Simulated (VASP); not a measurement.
Input of a VASP 6.6.1 run:

File POSCAR:

```
As
1.0
    2.7036817400      0.0000000000      0.0000000000
    0.0000000000      2.7036817400      0.0000000000
    0.0000000000      0.0000000000      2.7036817400
As
1
Direct
    0.5000000000      0.5000000000      0.5000000000
```

INCAR.step1

```
SYSTEM = As
  PREC = Accurate
  ENCUT = 600
  ISMEAR = -1
  SIGMA = 0.1
  LREAL = .FALSE.
  LASPH = .TRUE.
  NELM = 60
  GGA = PE
  ALGO = Normal
  EDIFF = 1E-4
  LWAVE = .TRUE.
  LCHARG = .FALSE.
```

INCAR.step2

```
SYSTEM = As
  PREC = Accurate
  ENCUT = 600
  EDIFF = 1E-6
  ISMEAR = -1
  SIGMA = 0.1
  LREAL = .FALSE.
  LASPH = .TRUE.
  NELM = 60
  ALGO = Normal
  ISIF = 3
  LWAVE = .FALSE.
  LCHARG = .FALSE.
  METAGGA = R2SCAN
  LMIXTAU = .TRUE.
  IBRION = 2
  NSW = 80
  EDIFFG = -0.01
  ISTART = 1
```

The input KPOINTS:

```
regular mesh
0
G
  8 8 8
  0 0 0
```

Potentials or basis: VASP PAW PBE potentials, release 64 (As).

Command:

```sh
$ cat potpaw_PBE.64/As/POTCAR > POTCAR
$ cp INCAR.step1 INCAR
$ mpirun -np 1 vasp_std > vasp.out
$ cp INCAR.step2 INCAR
$ mpirun -np 1 vasp_std > vasp.out
```

Q: Estimate the space group after relaxing (to 0.1 Å).

A: Pm-3m (No. 221).

Q: Predict the relaxed cell.

A: a = 2.716 Å, b = 2.716 Å, c = 2.716 Å, α = 90.00°, β = 90.00°, γ = 90.00°.

Q: What does it give for the band gap on the k mesh?

A: Zero (an odd number of electrons rules out a gap without spin polarisation).

Q: Estimate the relaxed volume.

A: 20.04 Å³/atom.

The path:
| step | energy change (eV) | largest force (eV/Å) | pressure (GPa) | volume (Å³) |
| --- | --- | --- | --- | --- |
| 1 | 0.0000 | 0.0000 | 1.27 | 19.76 |
| 2 | -0.0007 | 0.0000 | -0.74 | 20.22 |
| 3 | -0.0011 | 0.0000 | 0.00 | 20.04 |

Caveat: the PAW data sets were made with another functional, which shifts forces and pressure a little.
